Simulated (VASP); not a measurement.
# RbCl: single point with r2SCAN

Crystal: RbCl.

```
Rb Cl
1.0
     0.00000    3.33846    3.33846
     3.33846    0.00000    3.33846
     3.33846    3.33846    0.00000
Rb Cl
1 1
Direct
  0.00000 0.00000 0.00000
  0.50000 0.50000 0.50000
```

```
Program             : VASP 6.6.1
Task                : single point
Functional          : r2SCAN
Potentials or basis : VASP PAW PBE potentials, release 64 (Rb_sv, Cl)
Cutoff              : 550 eV
k mesh              : 6 × 6 × 6
Occupations         : gaussian, width 0.01 eV
Spin                : no spin polarisation
```

The pressure is -0.4 GPa. The band gap on the k mesh is 5.46 eV.

Levels at points of the mesh, in eV from the valence-band top:
| k point | band 4 | band 5 | band 6 | band 7 | band 8 | band 9 | band 10 | band 11 | band 12 | band 13 |
| --- | --- | --- | --- | --- | --- | --- | --- | --- | --- | --- |
| (0.00, 0.00, 0.00) | -8.25 | -8.25 | 0.00 | 0.00 | 0.00 | 5.46 | 8.59 | 8.59 | 8.59 | 9.73 |
| (0.50, 0.00, 0.00) | -8.26 | -8.23 | -0.78 | -0.30 | -0.30 | 8.08 | 8.38 | 10.75 | 10.75 | 11.93 |
| (0.50, 0.50, 0.00) | -8.33 | -8.33 | -0.33 | -0.10 | -0.10 | 6.69 | 8.71 | 9.97 | 10.85 | 11.15 |

Wall time 43 s on 1 thread of Intel(R) Xeon(R) Platinum 8488C (Sapphire Rapids) (shared host), peak memory 0.21 GiB.

Caveat: the PAW data sets were made with another functional, which shifts forces and pressure a little. r2SCAN opens gaps a little over a GGA but as a rule still falls short of measured ones.
